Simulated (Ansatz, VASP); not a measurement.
## Two plane-wave programs on AlCl3

The input POSCAR:

```
AlCl3
1.0
   13.5921454378      0.0000000000      0.0000000000
    0.0000000000     14.0921454378      0.0000000000
    0.0000000000      0.0000000000     14.5921454378
Al Cl
1 3
Direct
    0.5029591600      0.5047498900      0.5006993200
    0.4104941600      0.4307549400      0.5890134800
    0.5360619200      0.4491754900      0.3722766200
    0.5623275600      0.6343240200      0.5407912200
```

Contents of INCAR.step1:

```
SYSTEM = AlCl3
PREC = Accurate
ENCUT = 400
EDIFF = 1E-5
ISMEAR = 0
SIGMA = 0.005
LREAL = .False.
LASPH = .True.
NELM = 120
ALGO = Normal
ISIF = 2
LWAVE = .True.
NBANDS = 20
GGA = PE
GGA_COMPAT = .False.
NELMDL = -8
```

File INCAR.step2:

```
SYSTEM = AlCl3
PREC = Accurate
ENCUT = 400
EDIFF = 1E-6
ISMEAR = 0
SIGMA = 0.005
LREAL = .False.
LASPH = .True.
NELM = 120
ALGO = Normal
ISIF = 2
LWAVE = .False.
LCHARG = .True.
GGA = PE
LHFCALC = .True.
HFSCREEN = 0.2079
PRECFOCK = Normal
IVDW = 12
VDW_S6 = 1.0
VDW_S8 = 2.31
VDW_A1 = 0.383
VDW_A2 = 5.685
LELF = .True.
LVHAR = .True.
NBANDS = 20
ISTART = 1
GGA_COMPAT = .False.
```

File KPOINTS:

```
regular mesh
0
Gamma
  1 1 1
  0 0 0
```

Input for Ansatz:

```yaml
crystal:
  lattice:
    - [13.5921454378, 0.0, 0.0]
    - [0.0, 14.0921454378, 0.0]
    - [0.0, 0.0, 14.5921454378]
  atoms:
    - { symbol: Al, position: [0.50295916, 0.50474989, 0.50069932] }
    - { symbol: Cl, position: [0.41049416, 0.43075494, 0.58901348] }
    - { symbol: Cl, position: [0.53606192, 0.44917549, 0.37227662] }
    - { symbol: Cl, position: [0.56232756, 0.63432402, 0.54079122] }
hamiltonian:
  xc: hse06
  dispersion: d3bj
kpoints:
  mp_grid: { grid: [1, 1, 1] }
scf:
  occupations: { method: gaussian, width: 0.005 }
  max_iter: 140
  lower_state_search: "off"
output:
  forces: false
```

Alike in both runs: task single point; functional HSE06; dispersion D3(BJ); k mesh 1 × 1 × 1; occupations gaussian, width 0.005 eV; no spin polarisation.

|  | VASP | Ansatz |
| --- | --- | --- |
| version | VASP 6.6.1 | Ansatz 0.2.0 |
| potentials or method | VASP PAW PBE potentials, release 64 (Al, Cl) | scalar-relativistic, plane waves, PAW |
| plane-wave cutoff (eV) | 400 | 420 |
| valence electrons in the cell | 24 | 24 |

```csv
,VASP,Ansatz,Ansatz less VASP
gap on the k mesh at the Fermi level (eV),7.08,7.06,-0.019
```
